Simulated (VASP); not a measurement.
Runs of VASP 6.6.1 on F. The structure is that of space group Cmce (No. 64), or close to it. The cells are those of the table. 

```tsv
cell	gap on the mesh (eV)	pressure (GPa)	largest force (eV/Å)
a = 4.054, b = 4.054, c = 6.376 Å, angles 90.0, 90.0, 64.2°, 4 atoms	2.91	(c)	0.85
a = 3.999, b = 3.999, c = 6.376 Å, angles 90.0, 90.0, 67.4°, 4 atoms	2.79	-2.5	1.21
a = 4.237, b = 4.237, c = 6.376 Å, angles 90.0, 90.0, 55.3°, 4 atoms	(a)	0.1	0.34
a = 4.204, b = 4.204, c = 6.376 Å, angles 90.0, 90.0, 56.7°, 4 atoms	3.19	-0.2	0.13
a = 4.026, b = 4.026, c = 6.376 Å, angles 90.0, 90.0, 65.8°, 4 atoms	(b)	-2.2	1.04
```

Alike in all rows: task single point; level PBEsol; potentials or basis VASP PAW PBE potentials, release 64 (F); no spin polarisation; k mesh 6 × 6 × 4; cutoff (eV) 520; smearing gaussian 0.05 eV.

**Question.** Fill in the values left out.

**Answer.** (a) 3.24; (b) 2.85; (c) -1.9.

Caveats: the PAW data sets were made with another functional, which shifts forces and pressure a little; this functional lacks dispersion, which holds the molecules together, so the pressure and a relaxed volume are unreliable (at least some runs).

A k mesh can miss the band edges.
